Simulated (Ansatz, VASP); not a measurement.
## Two plane-wave programs on CsI

```xyz
2
Lattice="4.6081 0.0000 0.0000 0.0000 4.6081 0.0000 0.0000 0.0000 4.6081" Properties=species:S:1:pos:R:3 pbc="T T T"
Cs    0.0000    0.0000    0.0000
I     2.3041    2.3041    2.3041
```

Alike in both runs: task single point; functional PBE; k mesh 4 × 4 × 4; no spin polarisation.

```csv
,VASP,Ansatz
version,VASP 6.6.1,Ansatz 0.2.0
potentials or method,"VASP PAW PBE potentials, release 64 (Cs_sv, I)",plane waves
plane-wave cutoff (eV),500,420
occupations,"gaussian, width 0.01 eV",fixed
valence electrons in the cell,16,26
```

Ansatz gave:

- gap on the k mesh at the Fermi level (eV): 3.80
- pressure (GPa): 0.4

Q: What did VASP give for the same quantities?

A: gap on the k mesh at the Fermi level (eV): 3.79; pressure (GPa): 0.5.

VASP's potentials hold 16 valence electrons a cell and Ansatz's 26, so a difference there can come from the potentials and not from the codes.

Spin-orbit coupling is off throughout.
